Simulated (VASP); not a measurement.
Ca: single point with PBEsol

The system is Ca.

```
CELL_PARAMETERS angstrom
0.00000 2.79420 2.79420
2.79420 0.00000 2.79420
2.79420 2.79420 0.00000
ATOMIC_POSITIONS crystal
Ca 0.00000 0.00000 0.00000
```

- Program: VASP 6.6.1
- Task: single point
- Functional: PBEsol
- Potentials or basis: VASP PAW PBE potentials, release 64 (Ca_sv)
- Cutoff: 520 eV
- k mesh: 11 × 11 × 11
- Occupations: gaussian, width 0.01 eV
- Spin: no spin polarisation
- Dipole correction: no
- Further INCAR settings: ALGO = Normal; EDIFF = 1e-07; NBANDS = 11

| Item | Value |
| --- | --- |
| Pressure | -1.2 GPa |
| Band gap on the k mesh | zero (bands 5 and 6 overlap by 0.30 eV) |

Levels at points of the mesh, in eV from the Fermi level:
| k point | band 2 | band 3 | band 4 | band 5 | band 6 | band 7 | band 8 | band 9 |
| --- | --- | --- | --- | --- | --- | --- | --- | --- |
| (0.00, 0.00, 0.00) | -22.94 | -22.94 | -22.94 | -3.99 | 2.26 | 2.26 | 2.26 | 3.30 |

It took 21 s on 1 thread of Intel(R) Xeon(R) Platinum 8488C (Sapphire Rapids), on a shared host, peak memory 0.18 GiB.

Caveat: the PAW data sets were made with another functional, which shifts forces and pressure a little.
